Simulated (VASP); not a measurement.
# Mn3Cu (Pm-3m) in VASP: single point with PBE

Aim: the single point of Mn3Cu with PBE.

Program: VASP 6.6.1. These are calculated values, not measurements. Logs are shortened: lines on timing, memory, paths and dates and some standing lists are left out, and cuts for length are marked.

### 1 The cell of the first run

Symmetry: Pm-3m, No. 221, cubic system. The conventional cell has a = 3.535 Å, b = 3.535 Å, c = 3.535 Å, α = 90.00°, β = 90.00°, γ = 90.00°. Mn (site symmetry 4/mmm) has 8 Mn at 2.50 Å and 4 Cu at 2.50 Å within 3.3 Å. Cu (site symmetry m-3m) has 12 Mn at 2.50 Å within 3.3 Å.

### 2 Single point, PBE, collinear spin, ferromagnetic start

INCAR

```
SYSTEM = Mn3Cu
ALGO = Normal
EDIFF = 1E-7
ENCUT = 520
GGA = PE
ISIF = 2
ISMEAR = 0
ISPIN = 2
LASPH = .True.
LCHARG = .True.
LELF = .True.
LMAXMIX = 4
LORBIT = 11
LREAL = .False.
LVHAR = .True.
LWAVE = .False.
MAGMOM = 2.62 2.62 2.62 0
NBANDS = 37
NELM = 150
PREC = Accurate
SIGMA = 0.1
```

KPOINTS

```
k-points
0
Gamma
  6 6 6
  0 0 0
```

POSCAR

```
Mn3Cu
1.0
    3.5348438947      0.0000000000      0.0000000000
    0.0000000000      3.5348438947      0.0000000000
    0.0000000000      0.0000000000      3.5348438947
Mn Cu
3 1
Direct
    0.0000000000      0.5000000000      0.5000000000
    0.5000000000      0.0000000000      0.5000000000
    0.5000000000      0.5000000000      0.0000000000
    0.0000000000      0.0000000000      0.0000000000
```

Potentials or basis: VASP PAW PBE potentials, release 64 (Mn_pv, Cu).

Run with:

```sh
cat potpaw_PBE.64/Mn_pv/POTCAR potpaw_PBE.64/Cu/POTCAR > POTCAR
mpirun -np 1 vasp_std > vasp.out
```

OUTCAR:

```text
SYSTEM = Mn3Cu
   EDIFF = 1E-7
   ENCUT = 520
   GGA = PE
   ISIF = 2
   ISMEAR = 0
   ISPIN = 2
   LASPH = .True.
   LORBIT = 11
   LREAL = .False.
   NELM = 150
   PREC = Accurate

 ion  position               nearest neighbor table
   1  0.000  0.500  0.500-   2 2.50   3 2.50   4 2.50   3 2.50   4 2.50   2 2.50   4 2.50   4 2.50
                             2 2.50   3 2.50   3 2.50   2 2.50
   2  0.500  0.000  0.500-   1 2.50   3 2.50   4 2.50   3 2.50   4 2.50   1 2.50   3 2.50   3 2.50
                             1 2.50   4 2.50   4 2.50   1 2.50
   3  0.500  0.500  0.000-   1 2.50   2 2.50   4 2.50   1 2.50   2 2.50   2 2.50   4 2.50   2 2.50
                             1 2.50   4 2.50   1 2.50   4 2.50
   4  0.000  0.000  0.000-   1 2.50   2 2.50   3 2.50   1 2.50   2 2.50   1 2.50   3 2.50   1 2.50
                             2 2.50   3 2.50   2 2.50   3 2.50

  LATTYP: Found a simple cubic cell.
 ALAT       =     3.5348438947

  Lattice vectors:

 A1 = (   3.5348438947,   0.0000000000,   0.0000000000)
 A2 = (   0.0000000000,   3.5348438947,   0.0000000000)
 A3 = (   0.0000000000,   0.0000000000,   3.5348438947)

Analysis of symmetry for initial positions (statically):
=====================================================================
 Subroutine PRICEL returns:
 Original cell was already a primitive cell.

 Routine SETGRP: Setting up the symmetry group for a
 simple cubic supercell.

 Subroutine GETGRP returns: Found 48 space group operations
 (whereof 48 operations were pure point group operations)
 out of a pool of 48 trial point group operations.

The static configuration has the point symmetry O_h .

Analysis of symmetry for dynamics (positions and initial velocities):
=====================================================================
 Subroutine PRICEL returns:
 Original cell was already a primitive cell.

 Routine SETGRP: Setting up the symmetry group for a
 simple cubic supercell.

 Subroutine GETGRP returns: Found 48 space group operations
 (whereof 48 operations were pure point group operations)
 out of a pool of 48 trial point group operations.

The dynamic configuration has the point symmetry O_h .

Analysis of structural, dynamic, and magnetic symmetry:
=====================================================================
 Subroutine PRICEL returns:
 Original cell was already a primitive cell.

 Routine SETGRP: Setting up the symmetry group for a
 simple cubic supercell.

 Subroutine GETGRP returns: Found 48 space group operations
 (whereof 48 operations were pure point group operations)
 out of a pool of 48 trial point group operations.

The overall configuration has the point symmetry O_h .

 Subroutine INISYM returns: Found 48 space group operations
 (whereof 48 operations are pure point group operations),
 and found     1 'primitive' translations

----------------------------------------------------------------------------------------

                                     Primitive cell

  volume of cell :      44.1683

  direct lattice vectors                    reciprocal lattice vectors
     3.534843895  0.000000000  0.000000000     0.282897924  0.000000000  0.000000000
     0.000000000  3.534843895  0.000000000     0.000000000  0.282897924  0.000000000
     0.000000000  0.000000000  3.534843895     0.000000000  0.000000000  0.282897924

  length of vectors
     3.534843895  3.534843895  3.534843895     0.282897924  0.282897924  0.282897924

  position of ions in fractional coordinates (direct lattice)
     0.000000000  0.500000000  0.500000000
     0.500000000  0.000000000  0.500000000
     0.500000000  0.500000000  0.000000000
     0.000000000  0.000000000  0.000000000

  ion indices of the primitive-cell ions
   primitive index   ion index
                 1           1
                 2           2
                 3           3
                 4           4

----------------------------------------------------------------------------------------

 KPOINTS: k-points

Automatic generation of k-mesh.
 Grid dimensions read from file:
 generate k-points for:    6    6    6

 Generating k-lattice:

  Cartesian coordinates                     Fractional coordinates (reciprocal lattice)
     0.047149654  0.000000000  0.000000000     0.166666667  0.000000000  0.000000000
     0.000000000  0.047149654  0.000000000     0.000000000  0.166666667  0.000000000
     0.000000000  0.000000000  0.047149654     0.000000000  0.000000000  0.166666667

  Length of vectors
     0.047149654  0.047149654  0.047149654

  Shift w.r.t. Gamma in fractional coordinates (k-lattice)
     0.000000000  0.000000000  0.000000000

 Subroutine IBZKPT returns following result:
 ===========================================

 Found     20 irreducible k-points:

 Following reciprocal coordinates:
            Coordinates               Weight
  0.000000  0.000000  0.000000      1.000000
  0.166667  0.000000  0.000000      6.000000
  0.333333  0.000000  0.000000      6.000000
  0.500000  0.000000  0.000000      3.000000
  0.166667  0.166667  0.000000     12.000000
  0.333333  0.166667  0.000000     24.000000
[... 12 lines left out ...]
  0.500000  0.500000  0.333333      6.000000
  0.500000  0.500000  0.500000      1.000000
   k-points           NKPTS =     20   k-points in BZ     NKDIM =     20   number of bands    NBANDS=     37
   number of dos      NEDOS =    301   number of ions     NIONS =      4
   total plane-waves  NPLWV =  21952
   dimension x,y,z NGX =    28 NGY =   28 NGZ =   28
   dimension x,y,z NGXF=    56 NGYF=   56 NGZF=   56
   ions per type =               3   1
   NGX,Y,Z   is equivalent  to a cutoff of  13.17, 13.17, 13.17 a.u.
   NGXF,Y,Z  is equivalent  to a cutoff of  26.34, 26.34, 26.34 a.u.
 SYSTEM =  Mn3Cu
   PREC   = accura    normal or accurate (medium, high low for compatibility)
   ISTART =      0    job   : 0-new  1-cont  2-samecut
   ICHARG =      2    charge: 1-file 2-atom 10-const
   ISPIN  =      2    spin polarized calculation?
   LNONCOLLINEAR =      F non collinear calculations
   LSORBIT =      F    spin-orbit coupling
   LASPH  =      T    aspherical Exc in radial PAW
   ENCUT  =  520.0 eV  38.22 Ry    6.18 a.u.   6.57  6.57  6.57*2*pi/ulx,y,z
   NELM   =    150;   NELMIN=  2; NELMDL= -5     # of ELM steps
   EDIFF  = 0.1E-06   stopping-criterion for ELM
   LREAL  =      F    real-space projection
   EDIFFG = 0.1E-05   stopping-criterion for IOM
   NSW    =      0    number of steps for IOM
   IBRION =     -1    ionic relax: 0-MD 1-quasi-New 2-CG
   NFREE  =      0    steps in history (QN), initial steepest desc. (CG)
   ISIF   =      2    stress and relaxation
   ISYM   =      2    0-nonsym 1-usesym 2-fastsym
   POTIM  = 0.5000    time-step for ionic-motion
   TEBEG  =    0.0;   TEEND  =   0.0 temperature during run
   PSTRESS=    0.0 pullay stress
   NELECT =      50.0000    total number of electrons
   NUPDOWN=      -1.0000    fix difference up-down
   EMIN   =  10.00;   EMAX   =-10.00  energy-range for DOS
   EFERMI =   0.00;   METHOD = LEGACY
   ISMEAR =     0;   SIGMA  =   0.10  broadening in eV -4-tet -1-fermi 0-gaus
   EFERMI_NEDOS =   21; number of points for ismear=-14 and -15
   IALGO  =     38    algorithm
   IMIX   =      4    mixing-type and parameters
     AMIX     =   0.40;   BMIX     =  1.00
     AMIX_MAG =   1.60;   BMIX_MAG =  1.00
  volume/ion in A,a.u.               =      11.04        74.52
  Fermi-wavevector in a.u.,A,eV,Ry     =   1.706192  3.224236 39.607804  2.911091
  Thomas-Fermi vector in A             =   2.785274
   LORBIT       =     11    0 simple, 1 ext, 2 COOP (PROOUT), +10 PAW based schemes
   GGA     = PE    functional components
   LHFCALC =     F    Hartree Fock is set to
   AEXX    =    0.0000 exact exchange contribution
   IVDW    =     0    specifies the selected vdW correction
   LEPSILON=     F    determine dielectric tensor
   LRPA    =     F    only Hartree local field effects (RPA)
 spin polarized calculation
 Gauss-broadening in eV      SIGMA  =   0.10
  energy-cutoff  :      520.00
  volume of cell :       44.17
 maximum number of plane-waves:      1213
 NGX is ok and might be reduce to    28
   NGX = 13   NGY = 13   NGZ = 13

 number of electron      50.0000066 magnetization       1.9740440

 Free energy of the ion-electron system (eV)
  ---------------------------------------------------
  ext. energy  EPLUGINS =         0.00000000
  ---------------------------------------------------
  free energy    TOTEN  =       -29.63724818 eV

  energy without entropy =      -29.60786726  energy(sigma->0) =      -29.62255772

 E-fermi :   9.8970     XC(G=0): -13.6803

 val. band max:        9.8868625472   @ k =   0.3333   0.3333   0.3333
 cond. band min:       9.9075102431   @ k =   0.5000   0.0000   0.0000
 fundamental gap:      0.0206476959
 Fermi energy:         9.8970410614

 spin component 1

 k-point     1 :       0.0000    0.0000    0.0000
  band No.  band energies     occupation
      1     -38.7506      1.00000
      2     -38.7506      1.00000
      3     -38.7506      1.00000
      4     -38.4719      1.00000
      5     -38.4719      1.00000
      6     -38.4719      1.00000
[... 789 lines left out ...]
     36      17.6233      0.00000
     37      17.6234      0.00000
 Fermi energy:         9.8970410614

 spin component 2

 k-point     1 :       0.0000    0.0000    0.0000
  band No.  band energies     occupation
      1     -38.0284      1.00000
      2     -38.0284      1.00000
      3     -38.0284      1.00000
      4     -37.7677      1.00000
      5     -37.7677      1.00000
      6     -37.7677      1.00000
[... 789 lines left out ...]
     36      17.9353      0.00000
     37      17.9353      0.00000

------------------------ aborting loop because EDIFF is reached ----------------------------------------

  FORCE on cell =-STRESS in cart. coord.  units (eV):
  Direction    XX          YY          ZZ          XY          YZ          ZX
  --------------------------------------------------------------------------------------
  -------------------------------------------------------------------------------------
  Total        0.1366982      0.1366982      0.1366982      0.0000000     -0.0000000     -0.0000000
  in kB        4.9586425      4.9586425      4.9586425      0.0000000     -0.0000000     -0.0000000
  external PRESSURE =       4.9586425 kB  Pullay stress =       0.0000000 kB

 VOLUME and BASIS-vectors are now :
 -----------------------------------------------------------------------------
  energy-cutoff  :      520.00
  volume of cell :       44.17
      direct lattice vectors                 reciprocal lattice vectors
     3.534843895  0.000000000  0.000000000     0.282897924  0.000000000  0.000000000
     0.000000000  3.534843895  0.000000000     0.000000000  0.282897924  0.000000000
     0.000000000  0.000000000  3.534843895     0.000000000  0.000000000  0.282897924

 POSITION                                       TOTAL-FORCE (eV/Angst)
 -----------------------------------------------------------------------------------
      0.00000      1.76742      1.76742         0.000000      0.000000      0.000000
      1.76742      0.00000      1.76742         0.000000      0.000000      0.000000
      1.76742      1.76742      0.00000         0.000000      0.000000      0.000000
      0.00000      0.00000      0.00000         0.000000      0.000000      0.000000
 -----------------------------------------------------------------------------------
    total drift:                                0.000000      0.000000      0.000000

  FREE ENERGIE OF THE ION-ELECTRON SYSTEM (eV)
  ---------------------------------------------------
  free  energy   TOTEN  =       -29.6372481819 eV

  energy  without entropy=      -29.6078672554  energy(sigma->0) =      -29.62255772

 total charge

# of ion       s       p       d       tot
------------------------------------------
    1        0.393   6.352   5.130  11.875
    2        0.393   6.352   5.130  11.875
    3        0.393   6.352   5.130  11.875
    4        0.547   0.606   9.070  10.223
--------------------------------------------------
tot          1.726  19.661  24.461  45.848

 magnetization (x)

# of ion       s       p       d       tot
------------------------------------------
    1        0.001  -0.002   0.660   0.660
    2        0.001  -0.002   0.660   0.660
    3        0.001  -0.002   0.660   0.660
    4       -0.011  -0.015   0.004  -0.023
--------------------------------------------------
tot         -0.006  -0.021   1.985   1.958
```

Run time: 91 s. Hardware: 1 thread of Intel Xeon Platinum 8259CL at 2.50GHz (Skylake/Cascade Lake), shared host; peak memory 0.2 GiB.

Results:

| Quantity | Value |
| --- | --- |
| Free energy | -29.6372 eV |
| Pressure | 0.5 GPa |
| Band gap on the k mesh | zero (filled and empty bands overlap) |
| Net moment | 1.97 μB per cell |
| Site moments | Mn +0.66; Cu -0.02 μB |
| Valence electrons inside the program's atomic spheres | Mn 11.88; Cu 10.22 |

Levels at points of the mesh, in eV from the Fermi level:
Spin up:
| k point | band 24 | band 25 | band 26 | band 27 | band 28 | band 29 |
| --- | --- | --- | --- | --- | --- | --- |
| (0.00, 0.00, 0.00) | 0.17 | 0.43 | 0.43 | 1.04 | 1.63 | 1.63 |
| (0.50, 0.00, 0.00) | -0.99 | -0.65 | -0.20 | -0.20 | -0.19 | 0.01 |
| (0.50, 0.50, 0.00) | -0.89 | -0.79 | -0.79 | -0.73 | 0.13 | 0.18 |
| (0.50, 0.50, 0.50) | -0.40 | -0.07 | -0.07 | -0.07 | 0.30 | 0.39 |
Spin down:
```
           k point  band 22  band 23  band 24  band 25  band 26  band 27
(0.00, 0.00, 0.00)     0.64     0.64     0.64     1.53     1.53     1.97
(0.50, 0.00, 0.00)    -0.77    -0.39    -0.28     0.26     0.26     0.33
(0.50, 0.50, 0.00)    -1.68    -0.55    -0.55     0.10     0.20     0.20
(0.50, 0.50, 0.50)    -0.35    -0.35    -0.35     0.42     0.83     0.83
```
